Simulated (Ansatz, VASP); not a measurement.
# One calculation of Au, two programs

Contents of INCAR:

```
SYSTEM = Au
  PREC = Accurate
  ENCUT = 520
  EDIFF = 1E-8
  ISMEAR = -1
  SIGMA = 0.08
  LREAL = .False.
  LASPH = .True.
  NELM = 60
  ALGO = Normal
  ISIF = 2
  LWAVE = .False.
  LCHARG = .False.
  GGA = PE
  IVDW = 12
  LEFG = .True.
  NBANDS = 12
```

KPOINTS

```
Automatic mesh
0
Gamma
  14 14 14
  0 0 0
```

The input POSCAR:

```
Au
1.0
    0.0000000000      2.0317713984      2.0317713984
    2.0317713984      0.0000000000      2.0317713984
    2.0317713984      2.0317713984      0.0000000000
Au
1
Direct
    0.0000000000      0.0000000000      0.0000000000
```

Input for Ansatz:

```yaml
crystal:
  lattice:
    - [0.0, 2.0317713984, 2.0317713984]
    - [2.0317713984, 0.0, 2.0317713984]
    - [2.0317713984, 2.0317713984, 0.0]
  atoms:
    - { symbol: Au, position: [0.0, 0.0, 0.0] }
kpoints:
  mp_grid: { grid: [14, 14, 14] }
scf:
  occupations: { method: fermi_dirac, width: 0.08 }
hamiltonian:
  xc: pbe
  pseudopotentials: { kind: paw }
  dispersion: d3bj
output:
  forces: true
  stress: true
  eigenvalues: true
  efg: { contact_densities: true }
```

Alike in both runs: task electric field gradients; functional PBE; dispersion D3(BJ); k mesh 14 × 14 × 14; occupations fermi-dirac, width 0.08 eV; no spin polarisation.

|  | VASP | Ansatz |
| --- | --- | --- |
| version | VASP 6.6.1 | Ansatz 0.2.0 |
| potentials or method | VASP PAW PBE potentials, release 64 (Au) | PAW with Ansatz's default frozen-core files, scalar-relativistic |
| plane-wave cutoff (eV) | 520 | 420 |
| valence electrons in the cell | 11 | 19 |

VASP gave:

```
gap on the k mesh at the Fermi level (eV) : none
pressure (GPa)                            : 4.7
```

**Question.** What did Ansatz give for the same quantities?

**Answer.** gap on the k mesh at the Fermi level (eV): none; pressure (GPa): 5.1.

A gap of «none» marks a metal or a gap that the smearing closes. VASP's potentials hold 11 valence electrons a cell and Ansatz's 19, so a difference there can come from the potentials and not from the codes.

Neither program's run includes spin-orbit coupling.
